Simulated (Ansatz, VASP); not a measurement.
## NbH2 in VASP and in Ansatz

```
CELL_PARAMETERS angstrom
2.25898 2.25898 0.00000
-2.25898 2.25898 0.00000
0.00000 0.00000 4.51795
ATOMIC_POSITIONS crystal
Nb 0.00000 0.00000 0.00000
Nb 0.50000 0.50000 0.50000
H 0.00000 0.50000 0.75000
H 0.50000 0.00000 0.75000
H 0.50000 0.00000 0.25000
H 0.00000 0.50000 0.25000
```

Alike in both runs: task single point; functional PBEsol; k mesh 12 × 12 × 8; occupations gaussian, width 0.1 eV; no spin polarisation.

|  | VASP | Ansatz |
| --- | --- | --- |
| version | VASP 6.6.1 | Ansatz 0.2.0 |
| potentials or method | VASP PAW PBE potentials, release 64 (Nb_sv, H), cutoff 520 eV | scalar-relativistic, plane waves, PAW |
| valence electrons in the cell | 30 | 30 |

```tsv
	VASP	Ansatz	Ansatz less VASP
gap on the k mesh at the Fermi level (eV)	none	none	-
pressure (GPa)	-0.4	0.0	+0.46
```

VASP's potentials were made for PBE, not for PBEsol. A gap of «none» marks a metal or a gap that the smearing closes. The functional is the same, so the differences come from potentials, cutoffs and numerics.
